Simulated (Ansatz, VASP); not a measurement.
Two plane-wave programs on Be

```
Be
1.0
     0.00000    1.57842    1.57842
     1.57842    0.00000    1.57842
     1.57842    1.57842    0.00000
Be
1
Direct
  0.00000 0.00000 0.00000
```

Alike in both runs: functional PBE; k mesh 30 × 30 × 30; occupations gaussian, width 0.1 eV; no spin polarisation.

Ansatz relaxed the structure, and its values are those at the end. VASP's run is a single point on that final structure, the one shown.

```csv
,VASP,Ansatz
version,VASP 6.6.1,Ansatz 0.2.0
potentials or method,"VASP PAW PBE potentials, release 64 (Be), cutoff 520 eV","scalar-relativistic, plane waves, PAW"
valence electrons in the cell,2,2
```

```csv
,VASP,Ansatz,Ansatz less VASP
gap on the k mesh at the Fermi level (eV),none,none,-
pressure (GPa),0.1,0.0,-0.13
```

A gap of «none» marks a metal or a gap that the smearing closes.
